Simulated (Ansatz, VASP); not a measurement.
Two plane-wave programs on Y

```
Y
1.0
     3.78108    0.00000    0.00000
    -1.89054    3.27451    0.00000
     0.00000    0.00000    5.89755
Y
2
Direct
  0.33333 0.66667 0.25000
  0.66667 0.33333 0.75000
```

Alike in both runs: task single point; functional BLYP; k mesh 16 × 16 × 9; occupations fermi-dirac, width 0.1 eV; no spin polarisation.

|  | VASP | Ansatz |
| --- | --- | --- |
| version | VASP 6.6.1 | Ansatz 0.2.0 |
| potentials or method | VASP PAW PBE potentials, release 64 (Y_sv), cutoff 520 eV | plane waves (420 eV) with PAW, scalar-relativistic |
| valence electrons in the cell | 22 | 22 |

|  | VASP | Ansatz | Ansatz less VASP |
| --- | --- | --- | --- |
| pressure (GPa) | -2.6 | -2.6 | +0.04 |

VASP's potentials were made for PBE, not for BLYP.
